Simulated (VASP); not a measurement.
Wanted: the native input for a VASP 6.6.1 run.

```yaml
Task: relaxation of cell and atoms
Functional: PBE
Potentials_or_basis: VASP PAW PBE potentials, release 64 (Si, Se)
Cutoff: 600 eV
k_mesh: 4 × 4 × 4
Occupations: gaussian, width 0.1 eV
Spin: no spin polarisation
Dipole_correction: no
Further_INCAR_settings: ALGO = Normal; EDIFF = 1e-06; IBRION = 2; EDIFFG = -0.04; NSW = 90; ISIF = 3
```

The structure of Si2Se lies in POSCAR:

```
Si2Se
1.0
    4.5928612700      0.0000000000      0.0000000000
    0.0000000000      4.5928612700      0.0000000000
    0.0000000000      0.0000000000      6.3765736400
Si Se
4 2
Direct
    0.5000000000      0.5000000000      0.6463200100
    0.5000000000      0.5000000000      0.1463200100
    0.5000000000      0.5000000000      0.3536799900
    0.5000000000      0.5000000000      0.8536799900
    0.0000000000      0.5000000000      0.0000000000
    0.5000000000      0.0000000000      0.5000000000
```

The cell was built from a structure type or drawn by symmetry, and may not be a known phase.

One way to write it, as run:

INCAR

```
ALGO = Normal ; EDIFF = 1E-6
EDIFFG = -0.04 ; ENCUT = 600
GGA = PE ; IBRION = 2
ISIF = 3 ; ISMEAR = 0
LASPH = T ; LCHARG = F
LREAL = F ; LWAVE = F
NELM = 100 ; NSW = 90
PREC = Accurate ; SIGMA = 0.1
```

KPOINTS

```
k-points
0
Gamma
  4 4 4
```

Potentials or basis: VASP PAW PBE potentials, release 64 (Si, Se).

Launch:

```bash
$ cat potpaw_PBE.64/Si/POTCAR potpaw_PBE.64/Se/POTCAR > POTCAR
$ mpirun -np 1 vasp_std > vasp.out
```

Results of the run:

| Property | Result |
| --- | --- |
| Relaxed volume | 23.65 Å³/atom |
| Relaxed cell | a = 3.456 Å, b = 3.456 Å, c = 11.881 Å, α = 90.00°, β = 90.00°, γ = 90.00° |
| Space group after relaxing (to 0.1 Å) | P4_2/mmc (No. 131) |
| Pressure after relaxing | 0.0 GPa |
| Largest force after relaxing | 0.010 eV/Å |
| Band gap on the k mesh | zero (bands 14 and 15 overlap by 3.34 eV) |

Caveat: a cell axis changed by over 15 % at a fixed basis, so the end point is rough.

Wall time 19 min on 1 thread of Intel(R) Xeon(R) Platinum 8488C (Sapphire Rapids) (shared host), peak memory 0.32 GiB.
